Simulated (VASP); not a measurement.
# Y (P6_3/mmc) in VASP: further runs

Y is run at these levels: LDA; tasks: relaxation of cell and atoms.

Program: VASP 6.6.1. These are calculated values, not measurements. Logs are shortened: lines on timing, memory, paths and dates and some standing lists are left out, and cuts for length are marked.

**1. The cell of the first run**

The structure is hexagonal, space group P6_3/mmc (No. 194). Conventional cell: a = 3.600 Å, b = 3.600 Å, c = 5.879 Å, α = 90.00°, β = 90.00°, γ = 120.00°. Within 4.7 Å of Y (site symmetry -6m2) lie 12 Y at 3.60 Å.

**2. Relaxation of cell and atoms, LDA**

INCAR reads:

```
SYSTEM = Y
PREC = Accurate
ENCUT = 600
EDIFF = 1E-6
ISMEAR = 1
SIGMA = 0.1
LREAL = .FALSE.
LASPH = .TRUE.
NELM = 80
ALGO = Normal
ISIF = 3
LWAVE = .FALSE.
LCHARG = .FALSE.
GGA = CA
IBRION = 2
NSW = 80
EDIFFG = -0.03
```

KPOINTS reads:

```
regular mesh
0
G
  7 7 4
  0 0 0
```

POSCAR reads:

```
Y
1.0
    3.6000000000      0.0000000000      0.0000000000
   -1.8000000000      3.1176914536      0.0000000000
    0.0000000000      0.0000000000      5.8788000000
Y
2
Direct
    0.3333333333      0.6666666667      0.2500000000
    0.6666666667      0.3333333333      0.7500000000
```

Potentials or basis: VASP PAW LDA potentials, release 64 (Y_sv).

The run is started by

```sh
cat potpaw_LDA.64/Y_sv/POTCAR > POTCAR
mpirun -np 1 vasp_std > vasp.out
```

OUTCAR:

```text
SYSTEM = Y
   PREC = Accurate
   ENCUT = 600
   EDIFF = 1E-6
   ISMEAR = 1
   LREAL = .FALSE.
   LASPH = .TRUE.
   NELM = 80
   ISIF = 3
   GGA = CA
   IBRION = 2
   NSW = 80
   EDIFFG = -0.03

 ion  position               nearest neighbor table
   1  0.333  0.667  0.250-   2 3.60   2 3.60   2 3.60   2 3.60   2 3.60   2 3.60
   2  0.667  0.333  0.750-   1 3.60   1 3.60   1 3.60   1 3.60   1 3.60   1 3.60

  LATTYP: Found a hexagonal cell.
 ALAT       =     3.6000000000
 C/A-ratio  =     1.6330000000

  Lattice vectors:

 A1 = (   3.6000000000,   0.0000000000,   0.0000000000)
 A2 = (  -1.8000000000,   3.1176914536,   0.0000000000)
 A3 = (   0.0000000000,   0.0000000000,   5.8788000000)

Analysis of symmetry for initial positions (statically):
=====================================================================
 Subroutine PRICEL returns:
 Original cell was already a primitive cell.

 Routine SETGRP: Setting up the symmetry group for a
 hexagonal supercell.

 Subroutine GETGRP returns: Found 24 space group operations
 (whereof 12 operations were pure point group operations)
 out of a pool of 24 trial point group operations.

The static configuration has the point symmetry D_3d.
 The point group associated with its full space group is D_6h.

Analysis of symmetry for dynamics (positions and initial velocities):
=====================================================================
 Subroutine PRICEL returns:
 Original cell was already a primitive cell.

 Routine SETGRP: Setting up the symmetry group for a
 hexagonal supercell.

 Subroutine GETGRP returns: Found 24 space group operations
 (whereof 12 operations were pure point group operations)
 out of a pool of 24 trial point group operations.

The dynamic configuration has the point symmetry D_3d.
 The point group associated with its full space group is D_6h.

 Subroutine INISYM returns: Found 24 space group operations
 (whereof 12 operations are pure point group operations),
 and found     1 'primitive' translations

----------------------------------------------------------------------------------------

                                     Primitive cell

  volume of cell :      65.9818

  direct lattice vectors                    reciprocal lattice vectors
     3.600000000  0.000000000  0.000000000     0.277777778  0.160375075  0.000000000
    -1.800000000  3.117691454  0.000000000     0.000000000  0.320750150  0.000000000
     0.000000000  0.000000000  5.878800000     0.000000000  0.000000000  0.170102742

  length of vectors
     3.600000000  3.600000000  5.878800000     0.320750150  0.320750150  0.170102742

  position of ions in fractional coordinates (direct lattice)
     0.333333333  0.666666667  0.250000000
     0.666666667  0.333333333  0.750000000

  ion indices of the primitive-cell ions
   primitive index   ion index
                 1           1
                 2           2

----------------------------------------------------------------------------------------

 KPOINTS: regular mesh

Automatic generation of k-mesh.
 Grid dimensions read from file:
 generate k-points for:    7    7    4

 Generating k-lattice:

  Cartesian coordinates                     Fractional coordinates (reciprocal lattice)
     0.039682540  0.022910725  0.000000000     0.142857143  0.000000000  0.000000000
     0.000000000  0.045821450  0.000000000     0.000000000  0.142857143  0.000000000
     0.000000000  0.000000000  0.042525686     0.000000000  0.000000000  0.250000000

  Length of vectors
     0.045821450  0.045821450  0.042525686

  Shift w.r.t. Gamma in fractional coordinates (k-lattice)
     0.000000000  0.000000000  0.000000000

 Subroutine IBZKPT returns following result:
 ===========================================

 Found     24 irreducible k-points:

 Following reciprocal coordinates:
            Coordinates               Weight
  0.000000  0.000000  0.000000      1.000000
  0.142857 -0.000000  0.000000      6.000000
  0.285714 -0.000000  0.000000      6.000000
  0.428571 -0.000000  0.000000      6.000000
  0.142857  0.142857  0.000000      6.000000
  0.285714  0.142857  0.000000     12.000000
[... 16 lines left out ...]
  0.428571  0.142857  0.500000      6.000000
  0.285714  0.285714  0.500000      6.000000
   k-points           NKPTS =     24   k-points in BZ     NKDIM =     24   number of bands    NBANDS=     15
   number of dos      NEDOS =    301   number of ions     NIONS =      2
   total plane-waves  NPLWV =  43200
   dimension x,y,z NGX =    30 NGY =   30 NGZ =   48
   dimension x,y,z NGXF=    60 NGYF=   60 NGZF=   96
   ions per type =               2
   NGX,Y,Z   is equivalent  to a cutoff of  13.85, 13.85, 13.57 a.u.
   NGXF,Y,Z  is equivalent  to a cutoff of  27.71, 27.71, 27.15 a.u.
 SYSTEM =  Y
   PREC   = accura    normal or accurate (medium, high low for compatibility)
   ISTART =      0    job   : 0-new  1-cont  2-samecut
   ICHARG =      2    charge: 1-file 2-atom 10-const
   ISPIN  =      1    spin polarized calculation?
   LNONCOLLINEAR =      F non collinear calculations
   LSORBIT =      F    spin-orbit coupling
   LASPH  =      T    aspherical Exc in radial PAW
   ENCUT  =  600.0 eV  44.10 Ry    6.64 a.u.   7.19  7.19 11.74*2*pi/ulx,y,z
   NELM   =     80;   NELMIN=  2; NELMDL= -5     # of ELM steps
   EDIFF  = 0.1E-05   stopping-criterion for ELM
   LREAL  =      F    real-space projection
   EDIFFG = -.3E-01   stopping-criterion for IOM
   NSW    =     80    number of steps for IOM
   IBRION =      2    ionic relax: 0-MD 1-quasi-New 2-CG
   NFREE  =      1    steps in history (QN), initial steepest desc. (CG)
   ISIF   =      3    stress and relaxation
   ISYM   =      2    0-nonsym 1-usesym 2-fastsym
   POTIM  = 0.5000    time-step for ionic-motion
   TEBEG  =    0.0;   TEEND  =   0.0 temperature during run
   PSTRESS=    0.0 pullay stress
   NELECT =      22.0000    total number of electrons
   NUPDOWN=      -1.0000    fix difference up-down
   EMIN   =  10.00;   EMAX   =-10.00  energy-range for DOS
   EFERMI =   0.00;   METHOD = LEGACY
   ISMEAR =     1;   SIGMA  =   0.10  broadening in eV -4-tet -1-fermi 0-gaus
   EFERMI_NEDOS =   21; number of points for ismear=-14 and -15
   IALGO  =     38    algorithm
   IMIX   =      4    mixing-type and parameters
     AMIX     =   0.40;   BMIX     =  1.00
     AMIX_MAG =   1.60;   BMIX_MAG =  1.00
  volume/ion in A,a.u.               =      32.99       222.63
  Fermi-wavevector in a.u.,A,eV,Ry     =   1.135205  2.145226 17.533696  1.288690
  Thomas-Fermi vector in A             =   2.271910
   LORBIT       =      0    0 simple, 1 ext, 2 COOP (PROOUT), +10 PAW based schemes
   GGA     = CA    functional components
   LHFCALC =     F    Hartree Fock is set to
   AEXX    =    0.0000 exact exchange contribution
   IVDW    =     0    specifies the selected vdW correction
   LEPSILON=     F    determine dielectric tensor
   LRPA    =     F    only Hartree local field effects (RPA)
 conjugate gradient relaxation of ions
 non-spin polarized calculation
 Methfessel and Paxton  Order N= 1 SIGMA  =   0.10
  energy-cutoff  :      600.00
  volume of cell :       65.98
 maximum number of plane-waves:      2220
 NGX is ok and might be reduce to    30
   NGX = 15   NGY = 15   NGZ = 23

--------------------------------------- Ionic step        1  -------------------------------------------

 number of electron      22.0000000 magnetization

 Free energy of the ion-electron system (eV)
  ---------------------------------------------------
  ext. energy  EPLUGINS =         0.00000000
  ---------------------------------------------------
  free energy    TOTEN  =       -13.79536352 eV

  energy without entropy =      -13.79625361  energy(sigma->0) =      -13.79566022

 E-fermi :   2.8431     XC(G=0):  -9.6255

 val. band max:        2.8126064316   @ k =   0.4286  -0.0000   0.5000
 cond. band min:       2.8583871826   @ k =   0.2857   0.2857   0.5000
 fundamental gap:      0.0457807510
 Fermi energy:         2.8430526415

 k-point     1 :       0.0000    0.0000    0.0000
  band No.  band energies     occupation
      1     -39.6609      2.00000
      2     -39.5979      2.00000
      3     -20.0288      2.00000
      4     -19.5612      2.00000
      5     -19.5612      2.00000
      6     -19.4885      2.00000
      7     -19.4885      2.00000
      8     -19.4782      2.00000
      9      -1.8646      2.00000
     10       0.8555      2.00000
     11       3.5230     -0.00000
     12       4.5132     -0.00000
     13       4.5469     -0.00000
     14       4.5469     -0.00000
     15       5.0663      0.00000
[... 981 lines left out ...]
 POSITION                                       TOTAL-FORCE (eV/Angst)
 -----------------------------------------------------------------------------------
     -0.00000      2.03567      1.38924        -0.000000      0.000000     -0.000000
      1.76294      1.01784      4.16773         0.000000     -0.000000      0.000000
 -----------------------------------------------------------------------------------
    total drift:                               -0.000000      0.000000     -0.000000

  FREE ENERGIE OF THE ION-ELECTRON SYSTEM (eV)
  ---------------------------------------------------
  free  energy   TOTEN  =       -13.8891733621 eV

  energy  without entropy=      -13.8904760258  energy(sigma->0) =      -13.88960758

--------------------------------------- Ionic step        5  -------------------------------------------

 number of electron      22.0000001 magnetization

 Free energy of the ion-electron system (eV)
  ---------------------------------------------------
  ext. energy  EPLUGINS =         0.00000000
  ---------------------------------------------------
  free energy    TOTEN  =       -13.89009370 eV

  energy without entropy =      -13.88962488  energy(sigma->0) =      -13.88993743

 E-fermi :   3.3295     XC(G=0): -10.0013

 val. band max:        3.3288296102   @ k =   0.1429   0.1429   0.0000
 cond. band min:       3.3299871918   @ k =   0.4286  -0.0000   0.5000
 fundamental gap:      0.0011575816
 Fermi energy:         3.3295416545

 k-point     1 :       0.0000    0.0000    0.0000
  band No.  band energies     occupation
      1     -38.9743      2.00000
      2     -38.8608      2.00000
      3     -19.4999      2.00000
      4     -18.8590      2.00000
      5     -18.8590      2.00000
      6     -18.7354      2.00000
      7     -18.7354      2.00000
      8     -18.6748      2.00000
      9      -1.5264      2.00000
     10       1.2607      2.00000
     11       4.5993     -0.00000
     12       5.0302     -0.00000
     13       5.0302     -0.00000
     14       5.4288      0.00000
     15       5.7133      0.00000
[... 434 lines left out ...]
 POSITION                                       TOTAL-FORCE (eV/Angst)
 -----------------------------------------------------------------------------------
     -0.00000      2.04472      1.38106        -0.000000      0.000000      0.000000
      1.77078      1.02236      4.14318         0.000000     -0.000000      0.000000
 -----------------------------------------------------------------------------------
    total drift:                               -0.000000      0.000000     -0.000000

  FREE ENERGIE OF THE ION-ELECTRON SYSTEM (eV)
  ---------------------------------------------------
  free  energy   TOTEN  =       -13.8900936982 eV

  energy  without entropy=      -13.8896248812  energy(sigma->0) =      -13.88993743

 reached required accuracy - stopping structural energy minimisation
```

It took 2 min on 1 thread of Intel Xeon Platinum 8488C (Sapphire Rapids), shared host; peak memory 0.2 GiB.

What came out:

* Free energy: -13.8901 eV
* Relaxed volume: 30.00 Å³/atom
* Relaxed cell: a = 3.542 Å, b = 3.542 Å, c = 5.524 Å, α = 90.00°, β = 90.00°, γ = 120.00°
* Space group after relaxing (to 0.1 Å): P6_3/mmc (No. 194)
* Energy gained by relaxing: 47.4 meV/atom
* Ionic steps: 5
* Pressure after relaxing: 0.0 GPa
* Band gap on the k mesh: zero (bands 11 and 12 overlap by 1.77 eV)

Stress tensor (GPa, compression positive):
```
 0.05  0.00  0.00
 0.00  0.05  0.00
 0.00  0.00 -0.04
```

Step by step:
```tsv
step	energy change (eV)	largest force (eV/Å)	pressure (GPa)	volume (Å³)
1	0.0000	0.0000	-3.86	65.98
2	-0.0887	0.0000	1.01	58.66
3	-0.0914	0.0000	0.19	59.65
4	-0.0938	0.0000	0.11	59.83
5	-0.0947	0.0000	0.02	60.01
```

Final structure:
```xyz
2
Lattice="3.5416 0.0000 0.0000 -1.7708 3.0671 0.0000 0.0000 0.0000 5.5242" Properties=species:S:1:pos:R:3 pbc="T T T"
Y     0.0000    2.0447    1.3811
Y     1.7708    1.0224    4.1432
```

**3. Relaxation of cell and atoms, LDA, target pressure 20 GPa, at which the enthalpy is minimised**

INCAR reads:

```
SYSTEM = Y
ALGO = Normal
EDIFF = 1E-7
EDIFFG = -0.03
ENCUT = 600
IBRION = 2
ISIF = 3
ISMEAR = 1
LASPH = .TRUE.
LCHARG = .FALSE.
LREAL = .FALSE.
LWAVE = .FALSE.
NELM = 60
NSW = 80
PREC = Accurate
PSTRESS = 200.0
SIGMA = 0.1
```

KPOINTS reads:

```
k-points
0
G
  7 7 4
  0 0 0
```

POSCAR is that of step 2.

Potentials or basis: VASP PAW LDA potentials, release 64 (Y_sv).

The run is started by

```sh
cat potpaw_LDA.64/Y_sv/POTCAR > POTCAR
mpirun -np 1 vasp_std > vasp.out
```

Run time: 4.1 min. Hardware: 1 thread of Intel Xeon Platinum 8488C (Sapphire Rapids), shared host; peak memory 0.21 GiB.

The run converged. Its results:

- Free energy: -13.1185 eV
- Relaxed volume: 22.41 Å³/atom
- Relaxed cell: a = 3.160 Å, b = 3.160 Å, c = 5.183 Å, α = 90.00°, β = 90.00°, γ = 120.00°
- Space group after relaxing (to 0.1 Å): P6_3/mmc (No. 194)
- Energy change on relaxing (the run minimises the enthalpy): +338.4 meV/atom
- Ionic steps: 9
- Pressure after relaxing: 20.0 GPa
- Band gap on the k mesh: zero (bands 11 and 12 overlap by 2.32 eV)

Step by step:
| step | energy change (eV) | largest force (eV/Å) | pressure (GPa) | volume (Å³) |
| --- | --- | --- | --- | --- |
| 1 | 0.0000 | 0.0000 | -3.87 | 65.98 |
| 2 | 5.3760 | 0.0000 | 91.76 | 29.28 |
| 3 | 0.4844 | 0.0000 | 16.41 | 46.54 |
| 4 | 0.6454 | 0.0000 | 19.48 | 45.10 |
| 5 | 0.6908 | 0.0000 | 20.31 | 44.74 |
| 6 | 0.6953 | 0.0000 | 20.37 | 44.69 |
| 7 | 0.7018 | 0.0000 | 20.45 | 44.63 |
| 8 | 0.6467 | 0.0000 | 19.47 | 45.07 |
| 9 | 0.6769 | 0.0000 | 20.03 | 44.82 |

Final structure:
```
CELL_PARAMETERS angstrom
3.16023 0.00000 0.00000
-1.58011 2.73684 0.00000
0.00000 0.00000 5.18259
ATOMIC_POSITIONS crystal
Y 0.33333 0.66667 0.25000
Y 0.66667 0.33333 0.75000
```

Levels at points of the mesh, in eV from the Fermi level:
| k point | band 8 | band 9 | band 10 | band 11 | band 12 | band 13 | band 14 | band 15 |
| --- | --- | --- | --- | --- | --- | --- | --- | --- |
| (0.00, 0.00, 0.00) | -21.04 | -5.00 | -2.52 | 1.96 | 2.05 | 2.05 | 2.41 | 2.89 |
| (0.00, 0.00, 0.50) | -21.15 | -3.15 | -3.15 | 0.96 | 0.96 | 2.02 | 2.02 | 2.02 |

Caveat: the cell is relaxed towards a set pressure, so the run minimises the enthalpy, not the energy; the volume moved by over 15 % at a fixed basis, so the end points are rough.

[end of part 1 of 2]
